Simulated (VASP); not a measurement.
Set up this calculation in VASP 6.6.1, as the native input.

| Quantity | Value |
| --- | --- |
| Task | single point |
| Functional | revPBE |
| Potentials or basis | VASP PAW PBE potentials, release 64 (Sb) |
| Cutoff | 520 eV |
| k mesh | 10 × 10 × 10 |
| Occupations | fermi-dirac, width 0.05 eV |
| Spin | no spin polarisation |
| Dipole correction | no |
| Further INCAR settings | ALGO = Normal; EDIFF = 1e-06; NBANDS = 8 |

The structure of Sb lies in POSCAR:

```
Sb
1.0
    0.0000000000      2.4089241919      2.4089241919
    2.4089241919      0.0000000000      2.4089241919
    2.4089241919      2.4089241919      0.0000000000
Sb
1
Direct
    0.0000000000      0.0000000000      0.0000000000
```

These files were run (other wordings do the same):

INCAR

```
  ALGO = Normal
  EDIFF = 1E-6
  ENCUT = 520
  GGA = RE
  ISIF = 2
  ISMEAR = -1
  LASPH = T
  LCHARG = F
  LREAL = F
  LWAVE = F
  NBANDS = 8
  NELM = 60
  PREC = Accurate
  SIGMA = 0.05
```

KPOINTS

```
k-points
0
Gamma
  10 10 10
```

Potentials or basis: VASP PAW PBE potentials, release 64 (Sb).

The run is started by

```console
$ cat potpaw_PBE.64/Sb/POTCAR > POTCAR
$ mpirun -np 1 vasp_std > vasp.out
```

Results of the run:

```yaml
Pressure: -0.2 GPa
```

Caveat: the PAW data sets were made with another functional, which shifts forces and pressure a little.

It took 6.7 s on 1 thread of Intel(R) Xeon(R) Platinum 8488C (Sapphire Rapids), with other jobs on the host, peak memory 0.15 GiB.
